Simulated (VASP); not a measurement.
Set up this calculation in VASP 6.6.1, as the native input.

- Task: single point
- Functional: LDA
- Potentials or basis: VASP PAW LDA potentials, release 64 (Sr_sv, Ca_sv)
- Cutoff: 520 eV
- k mesh: 5 × 5 × 1
- Occupations: fermi-dirac, width 0.15 eV
- Spin: no spin polarisation
- Dipole correction: yes
- Further INCAR settings: ALGO = Normal; EDIFF = 1e-06; NBANDS = 28

The structure of SrCa lies in POSCAR:

```
SrCa
1.0
    4.1347482800      0.0000000000      0.0000000000
   -2.0673741400      3.5807970600      0.0000000000
    0.0000000000      0.0000000000     16.1024865450
Sr Ca
2 2
Direct
    0.3333333333      0.6666666667      0.3954355433
    0.0000000000      1.0000000000      0.8136933702
    0.0000000000      0.0000000000      0.1863066298
    0.6666666667      0.3333333333      0.6045644567
```

These files were run (other wordings do the same):

INCAR

```
  PREC = Accurate
  ENCUT = 520
  EDIFF = 1E-6
  ISMEAR = -1
  SIGMA = 0.15
  LREAL = F
  LASPH = T
  NELM = 100
  ALGO = Normal
  ISIF = 2
  LWAVE = F
  LCHARG = F
  LDIPOL = T
  IDIPOL = 3
  DIPOL = 0.5 0.5 0.500
  GGA = CA
  NBANDS = 28
```

KPOINTS

```
Automatic mesh
0
Gamma
  5 5 1
```

Potentials or basis: VASP PAW LDA potentials, release 64 (Sr_sv, Ca_sv).

Run with:

```bash
$ cat potpaw_LDA.64/Sr_sv/POTCAR potpaw_LDA.64/Ca_sv/POTCAR > POTCAR
$ mpirun -np 1 vasp_std > vasp.out
```

It gave:

```yaml
Largest_force: 0.136 eV/Å
Band_gap_on_the_k_mesh: zero (band 20 reaches 0.85 eV, above the bottom of band 21 at 0.59 eV)
```

It took 57 s on 1 thread of Intel(R) Xeon(R) Platinum 8375C CPU @ 2.90GHz (Ice Lake), with other jobs on the host, peak memory 0.28 GiB.
